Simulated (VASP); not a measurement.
# AlN (P6_3mc) in VASP: relaxation of the atoms with PBEsol

Aim: the relaxation of the atoms of AlN with PBEsol.

All numbers are computed with VASP 6.6.1; they aren't measurements. Logs are shortened: lines on timing, memory, paths and dates and some standing lists are left out, and cuts for length are marked.

**Measured values to compare with.**

From “Structural and optical properties of self-assembled AlN nanowires grown on SiO2/Si substrates by molecular beam epitaxy”, 2024, arxiv:2402.00216, for a bulk crystal of AlN at 0 K: band gap 6.0343 eV (an exciton energy, a little under the gap).

How close the calculation comes is told below.

## 1. The cell of the first run

The structure is hexagonal, space group P6_3mc (No. 186). The conventional cell has a = 3.114 Å, b = 3.114 Å, c = 4.984 Å, α = 90.00°, β = 90.00°, γ = 120.00°. Al (site symmetry 3m) has 4 N at 1.89 to 1.90 Å within 2.5 Å. N (site symmetry 3m) has 4 Al at 1.89 to 1.90 Å within 2.5 Å.

## 2. Relaxation of the atoms, PBEsol

Input file INCAR:

```
ALGO = Normal ; EDIFF = 1E-7
EDIFFG = -0.001 ; ENCUT = 520
GGA = PS ; IBRION = 2
ISIF = 2 ; ISMEAR = 0
LASPH = T ; LCHARG = F
LREAL = F ; LWAVE = F
NELM = 80 ; NSW = 60
PREC = Accurate ; SIGMA = 0.05
```

Input file KPOINTS:

```
k-points
0
Gamma
  12 12 8
```

Input file POSCAR:

```
AlN
1.0
    3.1138207702      0.0000000000      0.0000000000
   -1.5569103851      2.6966478898      0.0000000000
    0.0000000000      0.0000000000      4.9835885532
Al N
2 2
Direct
    0.3333333333      0.6666666667      0.0015085243
    0.6666666667      0.3333333333      0.5015085243
    0.3333333333      0.6666666667      0.3834914757
    0.6666666667      0.3333333333      0.8834914757
```

Potentials or basis: VASP PAW PBE potentials, release 64 (Al, N).

Started as:

```
cat potpaw_PBE.64/Al/POTCAR potpaw_PBE.64/N/POTCAR > POTCAR
mpirun -np 1 vasp_std > vasp.out
```

OUTCAR:

```text
EDIFF = 1E-7
   EDIFFG = -0.001
   ENCUT = 520
   GGA = PS
   IBRION = 2
   ISIF = 2
   ISMEAR = 0
   LASPH = T
   LREAL = F
   NELM = 80
   NSW = 60
   PREC = Accurate

 ion  position               nearest neighbor table
   1  0.333  0.667  0.002-   4 1.89   4 1.89   4 1.89   3 1.90   2 3.07   2 3.07   2 3.07   2 3.07
                             2 3.07   2 3.07
   2  0.667  0.333  0.502-   3 1.89   3 1.89   3 1.89   4 1.90   1 3.07   1 3.07   1 3.07   1 3.07
                             1 3.07   1 3.07
   3  0.333  0.667  0.383-   2 1.89   2 1.89   2 1.89   1 1.90
   4  0.667  0.333  0.883-   1 1.89   1 1.89   1 1.89   2 1.90

  LATTYP: Found a hexagonal cell.
 ALAT       =     3.1138207702
 C/A-ratio  =     1.6004737976

  Lattice vectors:

 A1 = (   3.1138207702,   0.0000000000,   0.0000000000)
 A2 = (  -1.5569103851,   2.6966478898,   0.0000000000)
 A3 = (   0.0000000000,   0.0000000000,   4.9835885532)

Analysis of symmetry for initial positions (statically):
=====================================================================
 Subroutine PRICEL returns:
 Original cell was already a primitive cell.

 Routine SETGRP: Setting up the symmetry group for a
 hexagonal supercell.

 Subroutine GETGRP returns: Found 12 space group operations
 (whereof  6 operations were pure point group operations)
 out of a pool of 24 trial point group operations.

The static configuration has the point symmetry C_3v.
 The point group associated with its full space group is C_6v.

Analysis of symmetry for dynamics (positions and initial velocities):
=====================================================================
 Subroutine PRICEL returns:
 Original cell was already a primitive cell.

 Routine SETGRP: Setting up the symmetry group for a
 hexagonal supercell.

 Subroutine GETGRP returns: Found 12 space group operations
 (whereof  6 operations were pure point group operations)
 out of a pool of 24 trial point group operations.

The dynamic configuration has the point symmetry C_3v.
 The point group associated with its full space group is C_6v.

 Subroutine INISYM returns: Found 12 space group operations
 (whereof  6 operations are pure point group operations),
 and found     1 'primitive' translations

----------------------------------------------------------------------------------------

                                     Primitive cell

  volume of cell :      41.8466

  direct lattice vectors                    reciprocal lattice vectors
     3.113820770  0.000000000  0.000000000     0.321148863  0.185415383  0.000000000
    -1.556910385  2.696647890  0.000000000     0.000000000  0.370830765  0.000000000
     0.000000000  0.000000000  4.983588553     0.000000000  0.000000000  0.200658620

  length of vectors
     3.113820770  3.113820770  4.983588553     0.370830765  0.370830765  0.200658620

  position of ions in fractional coordinates (direct lattice)
     0.333333333  0.666666667  0.001508524
     0.666666667  0.333333333  0.501508524
     0.333333333  0.666666667  0.383491476
     0.666666667  0.333333333  0.883491476

  ion indices of the primitive-cell ions
   primitive index   ion index
                 1           1
                 2           2
                 3           3
                 4           4

----------------------------------------------------------------------------------------

 KPOINTS: k-points

Automatic generation of k-mesh.
 Grid dimensions read from file:
 generate k-points for:   12   12    8

 Generating k-lattice:

  Cartesian coordinates                     Fractional coordinates (reciprocal lattice)
     0.026762405  0.015451282  0.000000000     0.083333333 -0.000000000  0.000000000
     0.000000000  0.030902564  0.000000000     0.000000000  0.083333333  0.000000000
     0.000000000  0.000000000  0.025082327     0.000000000  0.000000000  0.125000000

  Length of vectors
     0.030902564  0.030902564  0.025082327

  Shift w.r.t. Gamma in fractional coordinates (k-lattice)
     0.000000000  0.000000000  0.000000000

 Subroutine IBZKPT returns following result:
 ===========================================

 Found     95 irreducible k-points:

 Following reciprocal coordinates:
            Coordinates               Weight
  0.000000  0.000000  0.000000      1.000000
  0.083333  0.000000  0.000000      6.000000
  0.166667  0.000000  0.000000      6.000000
  0.250000  0.000000  0.000000      6.000000
  0.333333  0.000000  0.000000      6.000000
  0.416667  0.000000  0.000000      6.000000
[... 16 lines left out ...]
  0.250000  0.000000  0.125000     12.000000
  0.333333  0.000000  0.125000     12.000000
 [... further k-points ...]
   k-points           NKPTS =     95   k-points in BZ     NKDIM =     95   number of bands    NBANDS=     12
   number of dos      NEDOS =    301   number of ions     NIONS =      4
   total plane-waves  NPLWV =  23040
   dimension x,y,z NGX =    24 NGY =   24 NGZ =   40
   dimension x,y,z NGXF=    48 NGYF=   48 NGZF=   80
   ions per type =               2   2
   NGX,Y,Z   is equivalent  to a cutoff of  12.81, 12.81, 13.34 a.u.
   NGXF,Y,Z  is equivalent  to a cutoff of  25.63, 25.63, 26.69 a.u.
 SYSTEM =  unknown system
   PREC   = accura    normal or accurate (medium, high low for compatibility)
   ISTART =      0    job   : 0-new  1-cont  2-samecut
   ICHARG =      2    charge: 1-file 2-atom 10-const
   ISPIN  =      1    spin polarized calculation?
   LNONCOLLINEAR =      F non collinear calculations
   LSORBIT =      F    spin-orbit coupling
   LASPH  =      T    aspherical Exc in radial PAW
   ENCUT  =  520.0 eV  38.22 Ry    6.18 a.u.   5.79  5.79  9.27*2*pi/ulx,y,z
   NELM   =     80;   NELMIN=  2; NELMDL= -5     # of ELM steps
   EDIFF  = 0.1E-06   stopping-criterion for ELM
   LREAL  =      F    real-space projection
   EDIFFG = -.1E-02   stopping-criterion for IOM
   NSW    =     60    number of steps for IOM
   IBRION =      2    ionic relax: 0-MD 1-quasi-New 2-CG
   NFREE  =      1    steps in history (QN), initial steepest desc. (CG)
   ISIF   =      2    stress and relaxation
   ISYM   =      2    0-nonsym 1-usesym 2-fastsym
   POTIM  = 0.5000    time-step for ionic-motion
   TEBEG  =    0.0;   TEEND  =   0.0 temperature during run
   PSTRESS=    0.0 pullay stress
   NELECT =      16.0000    total number of electrons
   NUPDOWN=      -1.0000    fix difference up-down
   EMIN   =  10.00;   EMAX   =-10.00  energy-range for DOS
   EFERMI =   0.00;   METHOD = LEGACY
   ISMEAR =     0;   SIGMA  =   0.05  broadening in eV -4-tet -1-fermi 0-gaus
   EFERMI_NEDOS =   21; number of points for ismear=-14 and -15
   IALGO  =     38    algorithm
   IMIX   =      4    mixing-type and parameters
     AMIX     =   0.40;   BMIX     =  1.00
     AMIX_MAG =   1.60;   BMIX_MAG =  1.00
  volume/ion in A,a.u.               =      10.46        70.60
  Fermi-wavevector in a.u.,A,eV,Ry     =   1.188214  2.245400 19.209433  1.411853
  Thomas-Fermi vector in A             =   2.324349
   LORBIT       =      0    0 simple, 1 ext, 2 COOP (PROOUT), +10 PAW based schemes
   GGA     = PS    functional components
   LHFCALC =     F    Hartree Fock is set to
   AEXX    =    0.0000 exact exchange contribution
   IVDW    =     0    specifies the selected vdW correction
   LEPSILON=     F    determine dielectric tensor
   LRPA    =     F    only Hartree local field effects (RPA)
 conjugate gradient relaxation of ions
 non-spin polarized calculation
 Gauss-broadening in eV      SIGMA  =   0.05
  energy-cutoff  :      520.00
  volume of cell :       41.85
 maximum number of plane-waves:      1152
 NGX is ok and might be reduce to    24
   NGX = 11   NGY = 11   NGZ = 19

 number of electron      15.9999997 magnetization

 Free energy of the ion-electron system (eV)
  ---------------------------------------------------
  ext. energy  EPLUGINS =         0.00000000
  ---------------------------------------------------
  free energy    TOTEN  =       -31.31243021 eV

  energy without entropy =      -31.31243021  energy(sigma->0) =      -31.31243021

 E-fermi :   6.2853     XC(G=0): -11.0992

 val. band max:        6.0502393575   @ k =   0.0000   0.0000   0.0000
 cond. band min:      10.1612840540   @ k =   0.0000   0.0000   0.0000
 fundamental gap:      4.1110446965
 Fermi energy:         6.2853357757

 k-point     1 :       0.0000    0.0000    0.0000
  band No.  band energies     occupation
      1      -9.1110      2.00000
      2      -6.9315      2.00000
      3       0.0005      2.00000
      4       5.1721      2.00000
      5       5.1721      2.00000
      6       5.8263      2.00000
      7       5.8263      2.00000
      8       6.0502      2.00000
      9      10.1613      0.00000
     10      12.5963      0.00000
     11      16.5417      0.00000
     12      17.0681      0.00000

 k-point     2 :       0.0833    0.0000    0.0000
  band No.  band energies     occupation
      1      -9.0216      2.00000
      2      -6.8806      2.00000
      3       0.1064      2.00000
      4       4.7548      2.00000
      5       5.0538      2.00000
      6       5.4090      2.00000
      7       5.8138      2.00000
      8       6.0117      2.00000
      9      10.5828      0.00000
     10      12.9661      0.00000
     11      16.1709      0.00000
     12      16.4518      0.00000

 k-point     3 :       0.1667    0.0000    0.0000
  band No.  band energies     occupation
      1      -8.7611      2.00000
      2      -6.7416      2.00000
      3       0.4187      2.00000
      4       3.7391      2.00000
      5       4.5291      2.00000
      6       4.7764      2.00000
      7       5.7475      2.00000
      8       5.8759      2.00000
      9      11.4380      0.00000
     10      13.6532      0.00000
     11      15.0988      0.00000
     12      15.6939      0.00000

 k-point     4 :       0.2500    0.0000    0.0000
  band No.  band energies     occupation
      1      -8.3549      2.00000
      2      -6.5575      2.00000
      3       0.9193      2.00000
      4       2.5566      2.00000
      5       3.5625      2.00000
      6       4.4586      2.00000
      7       5.6062      2.00000
      8       5.6244      2.00000
      9      12.1317      0.00000
     10      13.5201      0.00000
     11      14.0136      0.00000
     12      15.9686      0.00000

 k-point     5 :       0.3333    0.0000    0.0000
  band No.  band energies     occupation
      1      -7.8554      2.00000
      2      -6.4046      2.00000
      3       1.5030      2.00000
      4       1.5747      2.00000
      5       2.6974      2.00000
      6       4.1829      2.00000
      7       5.1674      2.00000
      8       5.4881      2.00000
      9      12.1496      0.00000
     10      12.6140      0.00000
     11      13.8982      0.00000
     12      16.2487      0.00000
[... 228 lines left out ...]
      1      -8.9617      2.00000
      2      -7.0001      2.00000
      3       0.3129      2.00000
      4       4.7837      2.00000
      5       5.0804      2.00000
      6       5.2347      2.00000
      7       5.7824      2.00000
      8       5.8517      2.00000
      9      10.8224      0.00000
     10      13.0029      0.00000
     11      16.0239      0.00000
     12      16.4575      0.00000

 k-point    22 :       0.1667    0.0000    0.1250
  band No.  band energies     occupation
      1      -8.7033      2.00000
      2      -6.8504      2.00000
      3       0.5937      2.00000
      4       3.7826      2.00000
      5       4.3912      2.00000
      6       4.8090      2.00000
      7       5.7053      2.00000
      8       5.7749      2.00000
      9      11.5526      0.00000
     10      13.6877      0.00000
     11      14.9948      0.00000
     12      15.7012      0.00000

 k-point    23 :       0.2500    0.0000    0.1250
  band No.  band energies     occupation
      1      -8.3011      2.00000
      2      -6.6482      2.00000
      3       1.0049      2.00000
      4       2.6591      2.00000
      5       3.4476      2.00000
      6       4.4964      2.00000
      7       5.5716      2.00000
      8       5.5756      2.00000
      9      12.0437      0.00000
     10      13.4846      0.00000
     11      14.1705      0.00000
     12      15.9799      0.00000

 k-point    24 :       0.3333    0.0000    0.1250
  band No.  band energies     occupation
      1      -7.8083      2.00000
      2      -6.4700      2.00000
      3       1.1718      2.00000
      4       1.9964      2.00000
      5       2.6399      2.00000
      6       4.2242      2.00000
      7       5.2242      2.00000
      8       5.4271      2.00000
      9      11.9082      0.00000
     10      12.5757      0.00000
     11      14.2546      0.00000
     12      16.1561      0.00000

 [... further k-points ...]

------------------------ aborting loop because EDIFF is reached ----------------------------------------

  FORCE on cell =-STRESS in cart. coord.  units (eV):
  Direction    XX          YY          ZZ          XY          YZ          ZX
  --------------------------------------------------------------------------------------
  -------------------------------------------------------------------------------------
  Total       -0.0076401     -0.0076401     -0.0041394      0.0000000     -0.0000000      0.0000000
  in kB       -0.2925176     -0.2925176     -0.1584830      0.0000000     -0.0000000      0.0000000
  external PRESSURE =      -0.2478394 kB  Pullay stress =       0.0000000 kB

 VOLUME and BASIS-vectors are now :
 -----------------------------------------------------------------------------
  energy-cutoff  :      520.00
  volume of cell :       41.85
      direct lattice vectors                 reciprocal lattice vectors
     3.113820770  0.000000000  0.000000000     0.321148863  0.185415383  0.000000000
    -1.556910385  2.696647890  0.000000000     0.000000000  0.370830765  0.000000000
     0.000000000  0.000000000  4.983588553     0.000000000  0.000000000  0.200658620

 POSITION                                       TOTAL-FORCE (eV/Angst)
 -----------------------------------------------------------------------------------
     -0.00000      1.79777      0.00752        -0.000000      0.000000     -0.000491
      1.55691      0.89888      2.49931         0.000000     -0.000000     -0.000491
     -0.00000      1.79777      1.91116         0.000000     -0.000000      0.000491
      1.55691      0.89888      4.40296        -0.000000      0.000000      0.000491
 -----------------------------------------------------------------------------------
    total drift:                               -0.000000      0.000000      0.000554

  FREE ENERGIE OF THE ION-ELECTRON SYSTEM (eV)
  ---------------------------------------------------
  free  energy   TOTEN  =       -31.3124302082 eV

  energy  without entropy=      -31.3124302082  energy(sigma->0) =      -31.31243021

 reached required accuracy - stopping structural energy minimisation
```

It took 32 s on 1 thread of Intel Xeon Platinum 8488C (Sapphire Rapids), shared host; peak memory 0.18 GiB.

What came out:

| Quantity | Value |
| --- | --- |
| Free energy | -31.3124 eV |
| Pressure after relaxing | 0.0 GPa |
| Band gap on the k mesh | 4.11 eV, direct |

Final structure:
```yaml
crystal:
  lattice:
    - [3.11382, 0.00000, 0.00000]
    - [-1.55691, 2.69665, 0.00000]
    - [0.00000, 0.00000, 4.98359]
  atoms:
    - { symbol: Al, position: [0.33333, 0.66667, 0.00151] }
    - { symbol: Al, position: [0.66667, 0.33333, 0.50151] }
    - { symbol: N, position: [0.33333, 0.66667, 0.38349] }
    - { symbol: N, position: [0.66667, 0.33333, 0.88349] }
```

Levels at points of the mesh, in eV from the valence-band top:
| k point | band 4 | band 5 | band 6 | band 7 | band 8 | band 9 | band 10 | band 11 | band 12 |
| --- | --- | --- | --- | --- | --- | --- | --- | --- | --- |
| (0.00, 0.00, 0.00) | -0.88 | -0.88 | -0.22 | -0.22 | 0.00 | 4.11 | 6.55 | 10.49 | 11.02 |
| (0.50, 0.00, 0.00) | -4.20 | -3.38 | -2.11 | -1.81 | -0.70 | 5.67 | 5.67 | 8.07 | 10.15 |
| (0.00, 0.00, 0.50) | -3.36 | -0.56 | -0.56 | -0.56 | -0.56 | 6.37 | 6.37 | 10.20 | 10.20 |
| (0.50, 0.00, 0.50) | -5.65 | -1.49 | -1.49 | -1.38 | -1.38 | 5.17 | 5.17 | 9.12 | 9.12 |

Caveat: the relaxation stopped at its first step, so nothing moved; the PAW data sets were made with another functional, which shifts forces and pressure a little.

## 3. How close it comes

Step 2. Measured gap of AlN: 6.0343 eV (an exciton energy, a little under the gap; 0 K; quoted in “Structural and optical properties of self-assembled AlN nanowires grown on SiO2/Si substrates by molecular beam epitaxy”, 2024, arxiv:2402.00216). This calculation gives 4.11 eV (-1.92 eV). 2 values of this kind are on record (6.034 to 6.0343 eV); this one was drawn at random. The value is that of PBEsol on a finite k mesh, which can miss the band edges, without temperature or zero-point motion. Semilocal functionals fall short of measured gaps as a rule.
